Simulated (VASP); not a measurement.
# C (Cm) in VASP: single point with r2SCAN

Aim: the single point of C with r2SCAN.

Program: VASP 6.6.1. These are calculated values, not measurements. Logs are shortened: lines on timing, memory, paths and dates and some standing lists are left out, and cuts for length are marked.

**1. The cell of the first run**

The structure is monoclinic, space group Cm (No. 8). Conventional cell: a = 6.497 Å, b = 7.124 Å, c = 4.254 Å, α = 90.00°, β = 130.89°, γ = 90.00°. Within 1.7 Å of C (site symmetry m) lie 3 C at 1.21 to 1.64 Å. Within 1.9 Å of C (site symmetry m) lie 3 C at 1.42 Å. C (site symmetry m) has 3 C at 1.42 Å within 1.9 Å. Within 1.9 Å of C (site symmetry m) lie 3 C at 1.42 Å. Within 1.9 Å of C (site symmetry m) lie 3 C at 1.42 to 1.44 Å. Within 1.9 Å of C (site symmetry m) lie 3 C at 1.42 Å. C (site symmetry m) has 3 C at 1.42 to 1.64 Å within 1.9 Å. C (site symmetry m) has 3 C at 1.21 to 1.42 Å within 1.6 Å.

**2. Single point, r2SCAN (atom 1 (C) moved +0.250 Å towards its neighbour atom 2 (C) at 2.456 Å)**

Contents of POSCAR:

```
C
1.0
    0.0000000000     -4.2535130786      0.0000000000
   -2.4558424086     -2.1267565393     -3.5617636578
    2.4558424086     -2.1267565393     -3.5617636578
C
8
Direct
    0.8332960723      0.4491009685      0.5508990315
    0.8332960723      0.0000000000      0.0000000000
    0.3332960723      0.7500000000      0.2500000000
    0.3332960723      0.2500000000      0.7500000000
    0.1667039277      0.5000000000      0.5000000000
    0.1667039277      0.0000000000      1.0000000000
    0.6667039277      0.7500000000      0.2500000000
    0.6667039277      0.2500000000      0.7500000000
```

Contents of INCAR.step1:

```
SYSTEM = C
  PREC = Accurate
  ENCUT = 520
  ISMEAR = 0
  SIGMA = 0.05
  LREAL = .FALSE.
  LASPH = .TRUE.
  NELM = 100
  NBANDS = 26
  GGA = PE
  ALGO = Normal
  EDIFF = 1E-4
  LWAVE = .TRUE.
  LCHARG = .FALSE.
```

Contents of INCAR.step2:

```
SYSTEM = C
  PREC = Accurate
  ENCUT = 520
  EDIFF = 1E-7
  ISMEAR = 0
  SIGMA = 0.05
  LREAL = .FALSE.
  LASPH = .TRUE.
  NELM = 100
  ALGO = Normal
  ISIF = 2
  LWAVE = .FALSE.
  LCHARG = .TRUE.
  METAGGA = R2SCAN
  LMIXTAU = .TRUE.
  LELF = .TRUE.
  LVHAR = .TRUE.
  NBANDS = 26
  ISTART = 1
```

Contents of KPOINTS:

```
Automatic mesh
0
G
  8 8 8
  0 0 0
```

Potentials or basis: VASP PAW PBE potentials, release 64 (C).

On the command line:

```sh
> cat potpaw_PBE.64/C/POTCAR > POTCAR
> cp INCAR.step1 INCAR
> mpirun -np 1 vasp_std > vasp.out
> cp INCAR.step2 INCAR
> mpirun -np 1 vasp_std > vasp.out
```

OUTCAR:

```text
SYSTEM = C
   PREC = Accurate
   ENCUT = 520
   EDIFF = 1E-7
   ISMEAR = 0
   LREAL = .FALSE.
   LASPH = .TRUE.
   NELM = 100
   ISIF = 2
   METAGGA = R2SCAN
   ISTART = 1

 ion  position               nearest neighbor table
   1  0.833  0.449  0.551-   8 1.21   5 1.44   7 1.64
   2  0.833  0.000  0.000-   8 1.42   7 1.42   6 1.42
   3  0.333  0.750  0.250-   6 1.42   5 1.42   7 1.42
   4  0.333  0.250  0.750-   5 1.42   6 1.42   8 1.42
   5  0.167  0.500  0.500-   4 1.42   3 1.42   1 1.44
   6  0.167  0.000  0.000-   3 1.42   4 1.42   2 1.42
   7  0.667  0.750  0.250-   2 1.42   3 1.42   1 1.64
   8  0.667  0.250  0.750-   1 1.21   2 1.42   4 1.42

  LATTYP: Found a body centered orthorhombic cell.
 ALAT       =     4.2535130786
 B/A-ratio  =     1.1547360326
 C/A-ratio  =     1.6747397231

  Lattice vectors:

 A1 = (   2.4558424086,   2.1267565393,   3.5617636578)
 A2 = (  -2.4558424086,  -2.1267565393,   3.5617636578)
 A3 = (   2.4558424086,  -2.1267565393,  -3.5617636578)

Analysis of symmetry for initial positions (statically):
=====================================================================
 Subroutine PRICEL returns:
 Original cell was already a primitive cell.

 Routine SETGRP: Setting up the symmetry group for a
 body centered orthorhombic supercell.

 Subroutine GETGRP returns: Found  2 space group operations
 (whereof  2 operations were pure point group operations)
 out of a pool of  8 trial point group operations.

The static configuration has the point symmetry C_1h.

Analysis of symmetry for dynamics (positions and initial velocities):
=====================================================================
 Subroutine PRICEL returns:
 Original cell was already a primitive cell.

 Routine SETGRP: Setting up the symmetry group for a
 body centered orthorhombic supercell.

 Subroutine GETGRP returns: Found  2 space group operations
 (whereof  2 operations were pure point group operations)
 out of a pool of  8 trial point group operations.

The dynamic configuration has the point symmetry C_1h.

 Subroutine INISYM returns: Found  2 space group operations
 (whereof  2 operations are pure point group operations),
 and found     1 'primitive' translations

----------------------------------------------------------------------------------------

                                     Primitive cell

  volume of cell :      74.4121

  direct lattice vectors                    reciprocal lattice vectors
     0.000000000 -4.253513079  0.000000000     0.000000000 -0.235099783  0.140379893
    -2.455842409 -2.126756539 -3.561763658    -0.203596126  0.000000000 -0.140379893
     2.455842409 -2.126756539 -3.561763658     0.203596126  0.000000000 -0.140379893

  length of vectors
     4.253513079  4.820831429  4.820831429     0.273821880  0.247301227  0.247301227

  position of ions in fractional coordinates (direct lattice)
     0.833296072  0.449100968  0.550899032
     0.833296072  0.000000000  0.000000000
     0.333296072  0.750000000  0.250000000
     0.333296072  0.250000000  0.750000000
     0.166703928  0.500000000  0.500000000
     0.166703928  0.000000000  0.000000000
     0.666703928  0.750000000  0.250000000
     0.666703928  0.250000000  0.750000000

  ion indices of the primitive-cell ions
   primitive index   ion index
                 1           1
                 2           2
                 3           3
                 4           4
                 5           5
                 6           6
                 7           7
                 8           8

----------------------------------------------------------------------------------------

 KPOINTS: Automatic mesh

Automatic generation of k-mesh.
 Grid dimensions read from file:
 generate k-points for:    8    8    8

 Generating k-lattice:

  Cartesian coordinates                     Fractional coordinates (reciprocal lattice)
     0.000000000 -0.029387473  0.017547487     0.125000000  0.000000000  0.000000000
    -0.025449516  0.000000000 -0.017547487     0.000000000  0.125000000 -0.000000000
     0.025449516  0.000000000 -0.017547487     0.000000000 -0.000000000  0.125000000

  Length of vectors
     0.034227735  0.030912653  0.030912653

  Shift w.r.t. Gamma in fractional coordinates (k-lattice)
     0.000000000  0.000000000  0.000000000

 Subroutine IBZKPT returns following result:
 ===========================================

 Found    150 irreducible k-points:

 Following reciprocal coordinates:
            Coordinates               Weight
  0.000000  0.000000  0.000000      1.000000
  0.125000  0.000000  0.000000      4.000000
  0.250000  0.000000  0.000000      4.000000
  0.375000  0.000000  0.000000      4.000000
  0.500000  0.000000  0.000000      2.000000
  0.000000  0.125000  0.000000      4.000000
[... 16 lines left out ...]
  0.125000 -0.125000  0.125000      4.000000
  0.250000  0.250000  0.000000      2.000000
 [... further k-points ...]
   k-points           NKPTS =    150   k-points in BZ     NKDIM =    150   number of bands    NBANDS=     26
   number of dos      NEDOS =    301   number of ions     NIONS =      8
   total plane-waves  NPLWV =  41472
   dimension x,y,z NGX =    32 NGY =   36 NGZ =   36
   dimension x,y,z NGXF=    64 NGYF=   72 NGZF=   72
   ions per type =               8
   NGX,Y,Z   is equivalent  to a cutoff of  12.51, 12.41, 12.41 a.u.
   NGXF,Y,Z  is equivalent  to a cutoff of  25.01, 24.83, 24.83 a.u.
 SYSTEM =  C
   PREC   = accura    normal or accurate (medium, high low for compatibility)
   ISTART =      1    job   : 0-new  1-cont  2-samecut
   ICHARG =      0    charge: 1-file 2-atom 10-const
   ISPIN  =      1    spin polarized calculation?
   LNONCOLLINEAR =      F non collinear calculations
   LSORBIT =      F    spin-orbit coupling
   LASPH  =      T    aspherical Exc in radial PAW
   ENCUT  =  520.0 eV  38.22 Ry    6.18 a.u.   7.91  8.96  8.96*2*pi/ulx,y,z
   NELM   =    100;   NELMIN=  2; NELMDL=  0     # of ELM steps
   EDIFF  = 0.1E-06   stopping-criterion for ELM
   LREAL  =      F    real-space projection
   EDIFFG = 0.1E-05   stopping-criterion for IOM
   NSW    =      0    number of steps for IOM
   IBRION =     -1    ionic relax: 0-MD 1-quasi-New 2-CG
   NFREE  =      0    steps in history (QN), initial steepest desc. (CG)
   ISIF   =      2    stress and relaxation
   ISYM   =      2    0-nonsym 1-usesym 2-fastsym
   POTIM  = 0.5000    time-step for ionic-motion
   TEBEG  =    0.0;   TEEND  =   0.0 temperature during run
   PSTRESS=    0.0 pullay stress
   NELECT =      32.0000    total number of electrons
   NUPDOWN=      -1.0000    fix difference up-down
   EMIN   =  10.00;   EMAX   =-10.00  energy-range for DOS
   EFERMI =   0.00;   METHOD = LEGACY
   ISMEAR =     0;   SIGMA  =   0.05  broadening in eV -4-tet -1-fermi 0-gaus
   EFERMI_NEDOS =   21; number of points for ismear=-14 and -15
   IALGO  =     38    algorithm
   IMIX   =      4    mixing-type and parameters
     AMIX     =   0.40;   BMIX     =  1.00
     AMIX_MAG =   1.60;   BMIX_MAG =  1.00
  volume/ion in A,a.u.               =       9.30        62.77
  Fermi-wavevector in a.u.,A,eV,Ry     =   1.235692  2.335120 20.775221  1.526936
  Thomas-Fermi vector in A             =   2.370331
   LORBIT       =      0    0 simple, 1 ext, 2 COOP (PROOUT), +10 PAW based schemes
   METAGGA = R2SCAN    functional components
   LHFCALC =     F    Hartree Fock is set to
   AEXX    =    0.0000 exact exchange contribution
   IVDW    =     0    specifies the selected vdW correction
   LEPSILON=     F    determine dielectric tensor
   LRPA    =     F    only Hartree local field effects (RPA)
 non-spin polarized calculation
 Gauss-broadening in eV      SIGMA  =   0.05
  energy-cutoff  :      520.00
  volume of cell :       74.41
 maximum number of plane-waves:      2023
   NGX = 15   NGY = 17   NGZ = 17

 number of electron      32.0000001 magnetization

 Free energy of the ion-electron system (eV)
  ---------------------------------------------------
  ext. energy  EPLUGINS =         0.00000000
  ---------------------------------------------------
  free energy    TOTEN  =       -77.37906393 eV

  energy without entropy =      -77.37906393  energy(sigma->0) =      -77.37906393

 E-fermi :   4.2455     XC(G=0): -10.7033

 val. band max:        3.9556198850   @ k =   0.0000  -0.2500   0.1250
 cond. band min:       4.6114194092   @ k =  -0.1250   0.3750  -0.3750
 fundamental gap:      0.6557995242
 Fermi energy:         4.2455061073

 k-point     1 :       0.0000    0.0000    0.0000
  band No.  band energies     occupation
      1     -16.8978      2.00000
      2     -12.7213      2.00000
      3     -11.8210      2.00000
      4     -10.9744      2.00000
      5      -9.8500      2.00000
      6      -7.8047      2.00000
[... 18 lines left out ...]
     25      16.1501      0.00000
     26      16.5447      0.00000

 k-point     2 :       0.1250    0.0000    0.0000
  band No.  band energies     occupation
      1     -16.7952      2.00000
      2     -12.8109      2.00000
      3     -11.9764      2.00000
      4     -11.4008      2.00000
      5      -8.9557      2.00000
      6      -8.2622      2.00000
[... 18 lines left out ...]
     25      15.7180      0.00000
     26      16.2037      0.00000

 k-point     3 :       0.2500    0.0000    0.0000
  band No.  band energies     occupation
      1     -16.4904      2.00000
      2     -13.4897      2.00000
      3     -12.0611      2.00000
      4     -11.3170      2.00000
      5      -9.2434      2.00000
      6      -8.1769      2.00000
[... 18 lines left out ...]
     25      15.3812      0.00000
     26      15.4719      0.00000

 k-point     4 :       0.3750    0.0000    0.0000
  band No.  band energies     occupation
      1     -15.9942      2.00000
      2     -14.4247      2.00000
      3     -11.7633      2.00000
      4     -11.0688      2.00000
      5      -9.9707      2.00000
      6      -8.9585      2.00000
[... 18 lines left out ...]
     25      14.0043      0.00000
     26      14.2856      0.00000

 k-point     5 :       0.5000    0.0000    0.0000
  band No.  band energies     occupation
      1     -15.4490      2.00000
      2     -15.1305      2.00000
      3     -11.4975      2.00000
      4     -11.0175      2.00000
      5     -10.2374      2.00000
      6      -9.3386      2.00000
[... 18 lines left out ...]
     25      12.7256      0.00000
     26      13.0318      0.00000

 k-point     6 :       0.0000    0.1250    0.0000
  band No.  band energies     occupation
      1     -16.8237      2.00000
      2     -13.2739      2.00000
      3     -11.5294      2.00000
      4     -10.6092      2.00000
      5      -9.7962      2.00000
      6      -8.2517      2.00000
[... 427 lines left out ...]
 k-point    21 :       0.0000    0.2500    0.0000
  band No.  band energies     occupation
      1     -16.6079      2.00000
      2     -14.0791      2.00000
      3     -11.2967      2.00000
      4      -9.8302      2.00000
      5      -9.6347      2.00000
      6      -8.8459      2.00000
[... 18 lines left out ...]
     25      15.2576      0.00000
     26      15.5151      0.00000

 k-point    22 :       0.1250    0.2500    0.0000
  band No.  band energies     occupation
      1     -16.5326      2.00000
      2     -13.9737      2.00000
      3     -11.9736      2.00000
      4      -9.8513      2.00000
      5      -9.6359      2.00000
      6      -8.5963      2.00000
[... 18 lines left out ...]
     25      15.1830      0.00000
     26      15.8301      0.00000

 k-point    23 :       0.1250   -0.1250    0.1250
  band No.  band energies     occupation
      1     -16.5273      2.00000
      2     -13.9951      2.00000
      3     -11.9424      2.00000
      4     -10.3451      2.00000
      5      -8.8690      2.00000
      6      -8.5119      2.00000
[... 18 lines left out ...]
     25      15.3360      0.00000
     26      15.7864      0.00000

 k-point    24 :       0.2500    0.2500    0.0000
  band No.  band energies     occupation
      1     -16.2573      2.00000
      2     -13.7726      2.00000
      3     -12.9424      2.00000
      4     -10.8663      2.00000
      5      -9.3310      2.00000
      6      -7.1299      2.00000
[... 18 lines left out ...]
     25      14.4848      0.00000
     26      15.3708      0.00000

 [... further k-points ...]
[... 5 lines left out ...]
  --------------------------------------------------------------------------------------
  -------------------------------------------------------------------------------------
  Total        7.1549059      4.5023413     -0.0655767      4.2519657      0.0000000      0.0000000
  in kB      154.0533493     96.9405854     -1.4119408     91.5497106      0.0000000      0.0000000
  external PRESSURE =      83.1939980 kB  Pullay stress =       0.0000000 kB

 VOLUME and BASIS-vectors are now :
 -----------------------------------------------------------------------------
  energy-cutoff  :      520.00
  volume of cell :       74.41
      direct lattice vectors                 reciprocal lattice vectors
     0.000000000 -4.253513079  0.000000000     0.000000000 -0.235099783  0.140379893
    -2.455842409 -2.126756539 -3.561763658    -0.203596126  0.000000000 -0.140379893
     2.455842409 -2.126756539 -3.561763658     0.203596126  0.000000000 -0.140379893

 POSITION                                       TOTAL-FORCE (eV/Angst)
 -----------------------------------------------------------------------------------
      0.25000     -5.67119     -3.56176       -17.878651     -5.842034      0.000000
      0.00000     -3.54444      0.00000         2.445416     -0.052750      0.000000
     -1.22792     -3.54444     -3.56176        -0.072991     -0.047410      0.000000
      1.22792     -3.54444     -3.56176        -0.227784      0.271696      0.000000
      0.00000     -2.83583     -3.56176         2.985558      0.179361      0.000000
      0.00000     -0.70908      0.00000        -0.442340      0.048874      0.000000
     -1.22792     -4.96259     -3.56176         2.827276     -0.195078      0.000000
      1.22792     -4.96259     -3.56176        10.363516      5.637341      0.000000
 -----------------------------------------------------------------------------------
    total drift:                                0.000105      0.000216      0.000002

  FREE ENERGIE OF THE ION-ELECTRON SYSTEM (eV)
  ---------------------------------------------------
  free  energy   TOTEN  =       -77.3790639333 eV

  energy  without entropy=      -77.3790639333  energy(sigma->0) =      -77.37906393
```

It took 30 min on 1 thread of Oxide Virtual Turin-like, shared host; peak memory 0.29 GiB.

Results:

| Property | Result |
| --- | --- |
| Free energy | -77.3791 eV |
| Pressure | 8.3 GPa |
| Largest force | 18.809 eV/Å |

Forces in eV/Å, atoms in the order of the input:
```
C   -17.879  -5.842   0.000
C     2.445  -0.053   0.000
C    -0.073  -0.047   0.000
C    -0.228   0.272   0.000
C     2.986   0.179   0.000
C    -0.442   0.049   0.000
C     2.827  -0.195   0.000
C    10.364   5.637   0.000
```

Stress tensor (GPa, compression positive):
```
15.41  9.15  0.00
 9.15  9.69  0.00
 0.00  0.00 -0.14
```

Caveat: the cell differs from its parent crystal (atom 1 (C) moved +0.250 Å towards its neighbour atom 2 (C) at 2.456 Å); the stress differs along the axes, from -0 to 15 GPa; the PAW data sets were made with another functional, which shifts forces and pressure a little.
